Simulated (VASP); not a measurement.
Wanted: the native input for a VASP 6.6.1 run.

```
Task                   : single point
Functional             : PBE
Potentials or basis    : VASP PAW PBE potentials, release 64 (W_sv, Ta_pv)
Cutoff                 : 520 eV
k mesh                 : 9 × 9 × 1
Occupations            : fermi-dirac, width 0.08 eV
Spin                   : no spin polarisation
Dipole correction      : yes
Further INCAR settings : ALGO = Normal; EDIFF = 1e-06; NBANDS = 37
```

The structure of Ta4W lies in POSCAR:

```
Ta4W
1.0
    4.6945593029      0.0000000000      0.0000000000
   -2.3472796515      4.0656076159      0.0000000000
    0.0000000000      0.0000000000     19.8331000000
W Ta
1 4
Direct
    0.8333333333      0.1666666667      0.4154101530
    0.1666666667      0.8333333333      0.4560260652
    0.5000000000      0.5000000000      0.4999999991
    0.8333333333      0.1666666667      0.5439739343
    0.1666666667      0.8333333333      0.5845898484
```

The input as run:

INCAR

```
ALGO     = Normal         # electronic algorithm
DIPOL    = 0.5 0.5 0.500
EDIFF    = 1E-6           # SCF threshold, eV
ENCUT    = 520            # plane-wave cutoff, eV
GGA      = PE             # functional
IDIPOL   = 3            
ISIF     = 2              # what is computed and relaxed
ISMEAR   = -1             # smearing method
LASPH    = True           # aspherical terms in the spheres
LCHARG   = False          # write CHGCAR
LDIPOL   = True         
LREAL    = False          # projectors in reciprocal space
LWAVE    = False          # write WAVECAR
NBANDS   = 37             # bands
NELM     = 100            # most SCF steps
PREC     = Accurate       # precision mode
SIGMA    = 0.08           # smearing width, eV
```

KPOINTS

```
k-points
0
Gamma
  9 9 1
```

Potentials or basis: VASP PAW PBE potentials, release 64 (W_sv, Ta_pv).

Run with:

```console
$ cat potpaw_PBE.64/W_sv/POTCAR potpaw_PBE.64/Ta_pv/POTCAR > POTCAR
$ mpirun -np 1 vasp_std > vasp.out
```

It gave:

The largest force is 1.644 eV/Å. The band gap on the k mesh is zero (bands 29 and 30 overlap by 0.30 eV).

Caveat: spin-orbit coupling is left out, which moves the levels of the heavy elements.

Run time: 4.4 min on 1 thread of AMD EPYC 7R13 Processor (Zen 3) (shared host), peak memory 0.5 GiB.
